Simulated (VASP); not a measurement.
Input of a VASP 6.6.1 run:

Contents of INCAR:

```
PREC = Accurate
ENCUT = 600
EDIFF = 1E-6
ISMEAR = -1
SIGMA = 0.05
LREAL = False
LASPH = True
NELM = 100
ALGO = Normal
ISIF = 3
LWAVE = False
LCHARG = False
GGA = PE
IBRION = 2
NSW = 60
EDIFFG = -0.005
PSTRESS = 3400.0
```

File KPOINTS:

```
Automatic mesh
0
Gamma
  15 15 15
```

Contents of POSCAR:

```
GeW
1.0
    0.0000000000      2.1288066713      2.1288066713
    2.1288066713      0.0000000000      2.1288066713
    2.1288066713      2.1288066713      0.0000000000
W Ge
1 1
Direct
    0.0000000000      0.0000000000      0.0000000000
    0.5000000000      0.5000000000      0.5000000000
```

Potentials or basis: VASP PAW PBE potentials, release 64 (W_sv, Ge_d).

Run with:

```bash
$ cat potpaw_PBE.64/W_sv/POTCAR potpaw_PBE.64/Ge_d/POTCAR > POTCAR
$ mpirun -np 1 vasp_std > vasp.out
```

(1) Predict the space group after relaxing (to 0.1 Å).

(2) What does it give for the relaxed volume?

## Answers

(1) Fm-3m (No. 225).

(2) 9.72 Å³/atom.

Caveat: the cell is relaxed towards a set pressure, so the run minimises the enthalpy, not the energy.
